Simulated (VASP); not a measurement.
Here is a VASP 6.6.1 calculation.

Contents of INCAR:

```
  PREC = Accurate
  ENCUT = 520
  EDIFF = 1E-6
  ISMEAR = -1
  SIGMA = 0.05
  LREAL = F
  LASPH = T
  NELM = 100
  ALGO = Normal
  ISIF = 2
  LWAVE = F
  LCHARG = F
  GGA = RP
  NBANDS = 22
```

The input KPOINTS:

```
regular mesh
0
Gamma
  5 5 2
```

File POSCAR:

```
Br
1.0
    4.8744611467     -2.4766506526      0.0000000000
    4.8744611467      2.4766506526      0.0000000000
    0.0000000000      0.0000000000      9.1683644386
Br
4
Direct
    0.8834900090      0.1165099910      0.1114093721
    0.6165099910      0.3834900090      0.6114093721
    0.1165099910      0.8834900090      0.8885906279
    0.3834900090      0.6165099910      0.3885906279
```

Potentials or basis: VASP PAW PBE potentials, release 64 (Br).

Run with:

```bash
$ cat potpaw_PBE.64/Br/POTCAR > POTCAR
$ mpirun -np 1 vasp_std > vasp.out
```

Question: Estimate the pressure.

Answer: 0.0 GPa.

Question: What does it give for the largest force?

Answer: 0.005 eV/Å.

Forces on the atoms (eV/Å):
```
Br   0.000  0.003  0.003
Br   0.000 -0.003  0.003
Br   0.000 -0.003 -0.003
Br   0.000  0.003 -0.003
```

Caveat: this functional lacks dispersion, which holds the molecules together, so the pressure and a relaxed volume are unreliable; the PAW data sets were made with another functional, which shifts forces and pressure a little.
